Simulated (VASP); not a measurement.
A run of VASP 6.6.1 is set up as follows.

The input INCAR:

```
ALGO = Normal
EDIFF = 1E-6
ENCUT = 520
GGA = PS
ISIF = 2
ISMEAR = -1
LASPH = T
LCHARG = F
LREAL = F
LWAVE = F
NBANDS = 20
NELM = 100
PREC = Accurate
SIGMA = 0.1
```

KPOINTS

```
k-points
0
Gamma
  14 14 8
```

POSCAR

```
Ga
1.0
    3.0418305135      0.0000000000      0.0000000000
   -1.5209152568      2.6343024987      0.0000000000
    0.0000000000      0.0000000000      4.8113089699
Ga
2
Direct
    0.3333333333      0.6666666667      0.2500000000
    0.6666666667      0.3333333333      0.7500000000
```

Potentials or basis: VASP PAW PBE potentials, release 64 (Ga_d).

Launch:

```sh
$ cat potpaw_PBE.64/Ga_d/POTCAR > POTCAR
$ mpirun -np 1 vasp_std > vasp.out
```

Task: What does it give for the band gap on the k mesh?

Result: Zero (bands 13 and 14 overlap by 7.67 eV).

Task: Estimate the pressure.

Result: -3.5 GPa.

Stress tensor (GPa, compression positive):
```
-3.64  0.00  0.00
 0.00 -3.64  0.00
 0.00  0.00 -3.27
```

Caveat: the cell stands under tension; the PAW data sets were made with another functional, which shifts forces and pressure a little.
